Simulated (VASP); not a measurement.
A run of VASP 6.6.1 is set up as follows.

Contents of INCAR:

```
  PREC = Accurate
  ENCUT = 520
  EDIFF = 1E-6
  ISMEAR = -1
  SIGMA = 0.05
  LREAL = F
  LASPH = T
  NELM = 100
  ALGO = Normal
  ISIF = 2
  LWAVE = F
  LCHARG = F
  GGA = PS
  NBANDS = 11
```

KPOINTS

```
regular mesh
0
Gamma
  10 10 10
```

File POSCAR:

```
BAs
1.0
    0.0000000000      2.3562190158      2.3562190158
    2.3562190158      0.0000000000      2.3562190158
    2.3562190158      2.3562190158      0.0000000000
As B
1 1
Direct
    0.7500000000      0.7500000000      0.7500000000
    0.0000000000      0.0000000000      0.0000000000
```

Potentials or basis: VASP PAW PBE potentials, release 64 (As, B).

Launch:

```bash
$ cat potpaw_PBE.64/As/POTCAR potpaw_PBE.64/B/POTCAR > POTCAR
$ mpirun -np 1 vasp_std > vasp.out
```

Problem. Estimate the band gap on the k mesh.

Solution. 1.03 eV, indirect (least direct gap 3.29 eV).

Problem. What does it give for the pressure?

Solution. 6.3 GPa.

Caveat: the PAW data sets were made with another functional, which shifts forces and pressure a little. A k mesh can miss the band edges.
